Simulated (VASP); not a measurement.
Set up this calculation in VASP 6.6.1, as the native input.

| Item | Value |
| --- | --- |
| Task | relaxation of cell and atoms |
| Functional | r2SCAN |
| Potentials or basis | VASP PAW PBE potentials, release 64 (Cu) |
| Cutoff | 660 eV |
| k mesh | 12 × 12 × 12 |
| Occupations | fermi-dirac, width 0.1 eV |
| Spin | no spin polarisation |
| Dipole correction | no |
| Further INCAR settings | ALGO = Normal; EDIFF = 1e-07; IBRION = 2; EDIFFG = -0.03; NSW = 80; ISIF = 3 |

The system is Cu.

```
CELL_PARAMETERS angstrom
-1.43500 1.43500 1.43500
1.43500 -1.43500 1.43500
1.43500 1.43500 -1.43500
ATOMIC_POSITIONS crystal
Cu 0.00000 0.00000 0.00000
```

This isn't the form of Cu at room conditions, which is fcc.

One way to write it, as run:

POSCAR

```
Cu
1.0
   -1.4350000000      1.4350000000      1.4350000000
    1.4350000000     -1.4350000000      1.4350000000
    1.4350000000      1.4350000000     -1.4350000000
Cu
1
Direct
    0.0000000000      0.0000000000      0.0000000000
```

INCAR.step1

```
SYSTEM = Cu
PREC     = Accurate       ! precision mode
ENCUT    = 660            ! plane-wave cutoff, eV
ISMEAR   = -1             ! smearing method
SIGMA    = 0.1            ! smearing width, eV
LREAL    = .False.        ! projectors in reciprocal space
LASPH    = .True.         ! aspherical terms in the spheres
NELM     = 120            ! most SCF steps
GGA      = PE             ! functional
ALGO     = Normal         ! electronic algorithm
EDIFF    = 1E-5           ! SCF threshold, eV
LWAVE    = .True.         ! write WAVECAR
LCHARG   = .False.        ! write CHGCAR
GGA_COMPAT= .False.      
IBRION   = 2              ! ionic algorithm
ISIF     = 3              ! what is computed and relaxed
EDIFFG   = -0.005         ! ionic threshold
NELMIN   = 4            
NSW      = 100            ! ionic steps
```

INCAR.step2

```
SYSTEM = Cu
PREC     = Accurate       ! precision mode
ENCUT    = 660            ! plane-wave cutoff, eV
EDIFF    = 1E-7           ! SCF threshold, eV
ISMEAR   = -1             ! smearing method
SIGMA    = 0.1            ! smearing width, eV
LREAL    = .False.        ! projectors in reciprocal space
LASPH    = .True.         ! aspherical terms in the spheres
NELM     = 120            ! most SCF steps
ALGO     = Normal         ! electronic algorithm
ISIF     = 3              ! what is computed and relaxed
LWAVE    = .False.        ! write WAVECAR
LCHARG   = .False.        ! write CHGCAR
METAGGA  = R2SCAN         ! meta-GGA
LMIXTAU  = .True.       
IBRION   = 2              ! ionic algorithm
NSW      = 80             ! ionic steps
EDIFFG   = -0.03          ! ionic threshold
ISTART   = 1            
GGA_COMPAT= .False.      
NELMIN   = 4
```

KPOINTS

```
Automatic mesh
0
Gamma
  12 12 12
  0 0 0
```

Potentials or basis: VASP PAW PBE potentials, release 64 (Cu).

Command:

```console
$ cat potpaw_PBE.64/Cu/POTCAR > POTCAR
$ cp INCAR.step1 INCAR
$ mpirun -np 1 vasp_std > vasp.out
$ cp INCAR.step2 INCAR
$ mpirun -np 1 vasp_std > vasp.out
```

It gave:

| Property | Result |
| --- | --- |
| Relaxed volume | 11.53 Å³/atom |
| Relaxed cell | a = 2.465 Å, b = 2.465 Å, c = 2.465 Å, α = 109.47°, β = 109.47°, γ = 109.47° |
| Space group after relaxing (to 0.1 Å) | Im-3m (No. 229) |
| Energy gained by relaxing | 3.4 meV/atom |
| Ionic steps | 3 |
| Pressure after relaxing | -0.1 GPa |
| Band gap on the k mesh | zero (an odd number of electrons rules out a gap without spin polarisation) |

Caveat: the PAW data sets were made with another functional, which shifts forces and pressure a little.

Run time: 49 s on 1 thread of Intel(R) Xeon(R) 6975P-C (Granite Rapids), with other jobs on the host, peak memory 0.15 GiB.
